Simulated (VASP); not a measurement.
Write the native input for VASP 6.6.1 that does the following.

| Quantity | Value |
| --- | --- |
| Task | single point |
| Functional | PBE |
| Potentials or basis | VASP PAW PBE potentials, release 64 (Na_pv) |
| Cutoff | 520 eV |
| k mesh | 4 × 4 × 4 |
| Occupations | fermi-dirac, width 0.1 eV |
| Spin | no spin polarisation |
| Dipole correction | no |
| Further INCAR settings | ALGO = Normal; EDIFF = 1e-07; NBANDS = 10 |

The structure of Na lies in POSCAR:

```
Na
1.0
   -2.0985562613      2.0985562613      2.0985562613
    2.0985562613     -2.0985562613      2.0985562613
    2.0985562613      2.0985562613     -2.0985562613
Na
1
Direct
    0.0000000000      0.0000000000      0.0000000000
```

The input as run:

INCAR

```
SYSTEM = Na
ALGO     = Normal         ! electronic algorithm
EDIFF    = 1E-7           ! SCF threshold, eV
ENCUT    = 520            ! plane-wave cutoff, eV
GGA      = PE             ! functional
ISIF     = 2              ! what is computed and relaxed
ISMEAR   = -1             ! smearing method
LASPH    = .True.         ! aspherical terms in the spheres
LCHARG   = .True.         ! write CHGCAR
LELF     = .True.         ! ELF
LREAL    = .False.        ! projectors in reciprocal space
LVHAR    = .True.       
LWAVE    = .False.        ! write WAVECAR
NBANDS   = 10             ! bands
NELM     = 100            ! most SCF steps
PREC     = Accurate       ! precision mode
SIGMA    = 0.1            ! smearing width, eV
```

KPOINTS

```
k-points
0
Gamma
  4 4 4
  0 0 0
```

Potentials or basis: VASP PAW PBE potentials, release 64 (Na_pv).

Launch:

```bash
$ cat potpaw_PBE.64/Na_pv/POTCAR > POTCAR
$ mpirun -np 1 vasp_std > vasp.out
```

It gave:

- Pressure: 0.3 GPa
- Band gap on the k mesh: zero (an odd number of electrons rules out a gap without spin polarisation)

Caveat: the k points lie up to 0.53 Å⁻¹ apart, too coarse for converged energies and pressures of a metal.

Wall time 5.7 s on 1 thread of Intel Xeon 8259CL, with other jobs on the host, peak memory 0.14 GiB.
